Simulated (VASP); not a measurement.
A run of VASP 6.6.1 is set up as follows.

Contents of INCAR:

```
PREC     = Accurate       # precision mode
ENCUT    = 600            # plane-wave cutoff, eV
EDIFF    = 1E-6           # SCF threshold, eV
ISMEAR   = 0              # smearing method
SIGMA    = 0.02           # smearing width, eV
LREAL    = False          # projectors in reciprocal space
LASPH    = True           # aspherical terms in the spheres
NELM     = 120            # most SCF steps
ALGO     = Normal         # electronic algorithm
ISIF     = 2              # what is computed and relaxed
LWAVE    = False          # write WAVECAR
LCHARG   = False          # write CHGCAR
GGA      = PE             # functional
NBANDS   = 15             # bands
GGA_COMPAT= False
```

KPOINTS

```
regular mesh
0
Gamma
  10 10 10
```

File POSCAR:

```
CaO
1.0
    0.0000000000      2.2519877926      2.2519877926
    2.2519877926      0.0000000000      2.2519877926
    2.2519877926      2.2519877926      0.0000000000
Ca O
1 1
Direct
    0.0000000000      0.0000000000      0.0000000000
    0.5000000000      0.5000000000      0.5000000000
```

Potentials or basis: VASP PAW PBE potentials, release 64 (Ca_sv, O).

Run with:

```bash
$ cat potpaw_PBE.64/Ca_sv/POTCAR potpaw_PBE.64/O/POTCAR > POTCAR
$ mpirun -np 1 vasp_std > vasp.out
```

(1) Estimate the pressure.

(2) What does it give for the band gap on the k mesh?

Results:

(1) 36.2 GPa.

(2) 3.47 eV (least direct gap 3.76 eV).

Caveat: the cell stands under pressure.
